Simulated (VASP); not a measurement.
A run of VASP 6.6.1 is set up as follows.

Contents of INCAR:

```
PREC = Accurate ; ENCUT = 520
EDIFF = 1E-6 ; ISMEAR = -1
SIGMA = 0.05 ; LREAL = False
LASPH = True ; NELM = 60
ALGO = Normal ; ISIF = 2
LWAVE = False ; LCHARG = False
GGA = PS ; NBANDS = 13
```

The input KPOINTS:

```
regular mesh
0
Gamma
  11 11 11
```

File POSCAR:

```
W
1.0
    0.0000000000      1.9999138822      1.9999138822
    1.9999138822      0.0000000000      1.9999138822
    1.9999138822      1.9999138822      0.0000000000
W
1
Direct
    0.0000000000      0.0000000000      0.0000000000
```

Potentials or basis: VASP PAW PBE potentials, release 64 (W_sv).

Launch:

```sh
$ cat potpaw_PBE.64/W_sv/POTCAR > POTCAR
$ mpirun -np 1 vasp_std > vasp.out
```

(1) Predict the band gap on the k mesh.

(2) What does it give for the pressure?

Answers

(1) zero (band 7 reaches 13.48 eV, above the bottom of band 8 at 10.07 eV).

(2) 0.6 GPa.

Caveat: the PAW data sets were made with another functional, which shifts forces and pressure a little; spin-orbit coupling is left out, which moves the levels of the heavy elements.
